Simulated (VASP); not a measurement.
A run of VASP 6.6.1 is set up as follows.

INCAR

```
SYSTEM = MgO
PREC = Accurate ; ENCUT = 600
EDIFF = 1E-6 ; ISMEAR = 0
SIGMA = 0.02 ; LREAL = .FALSE.
LASPH = .TRUE. ; NELM = 120
ALGO = Normal ; ISIF = 2
LWAVE = .FALSE. ; LCHARG = .TRUE.
GGA = PS ; LELF = .TRUE.
LVHAR = .TRUE. ; NBANDS = 11
GGA_COMPAT = .FALSE.
```

File KPOINTS:

```
regular mesh
0
G
  10 10 10
  0 0 0
```

Contents of POSCAR:

```
MgO
1.0
    0.0000000000      2.1075221072      2.1075221072
    2.1075221072      0.0000000000      2.1075221072
    2.1075221072      2.1075221072      0.0000000000
Mg O
1 1
Direct
    0.0000000000      0.0000000000      0.0000000000
    0.5000000000      0.5000000000      0.5000000000
```

Potentials or basis: VASP PAW PBE potentials, release 64 (Mg, O).

Command:

```sh
$ cat potpaw_PBE.64/Mg/POTCAR potpaw_PBE.64/O/POTCAR > POTCAR
$ mpirun -np 1 vasp_std > vasp.out
```

Problem. Predict the pressure.

Solution. -0.8 GPa.

Problem. Estimate the band gap on the k mesh.

Solution. 4.62 eV.

Caveat: the PAW data sets were made with another functional, which shifts forces and pressure a little.
